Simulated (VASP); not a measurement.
Write the native input for VASP 6.6.1 that does the following.

* Task: single point
* Functional: PBEsol
* Potentials or basis: VASP PAW PBE potentials, release 64 (Nb_sv)
* Cutoff: 520 eV
* k mesh: 20 × 20 × 20
* Occupations: gaussian, width 0.15 eV
* Spin: no spin polarisation
* Dipole correction: no
* Further INCAR settings: ALGO = Fast; EDIFF = 1e-06; NBANDS = 12

The structure of Nb lies in POSCAR:

```
Nb
1.0
   -1.6889092500      1.6889092500      1.6140315000
    1.6889092500     -1.6889092500      1.6140315000
    1.6889092500      1.6889092500     -1.6140315000
Nb
1
Direct
    0.0000000000      0.0000000000      0.0000000000
```

This cell differs from its parent crystal: strain +0.015 along x and y, -0.030 along z.

The input as run:

INCAR

```
PREC = Accurate
ENCUT = 520
EDIFF = 1E-6
ISMEAR = 0
SIGMA = 0.15
LREAL = F
LASPH = T
NELM = 80
ALGO = Fast
ISIF = 2
LWAVE = F
LCHARG = F
GGA = PS
NBANDS = 12
```

KPOINTS

```
regular mesh
0
Gamma
  20 20 20
```

Potentials or basis: VASP PAW PBE potentials, release 64 (Nb_sv).

Command:

```bash
$ cat potpaw_PBE.64/Nb_sv/POTCAR > POTCAR
$ mpirun -np 1 vasp_std > vasp.out
```

It gave:

The pressure is -8.5 GPa.

Caveat: the cell differs from its parent crystal (strain +0.015 along x and y, -0.030 along z); the PAW data sets were made with another functional, which shifts forces and pressure a little.

Wall time 2.4 min on 1 thread of Intel Xeon 6975P-C (shared host), peak memory 0.25 GiB.
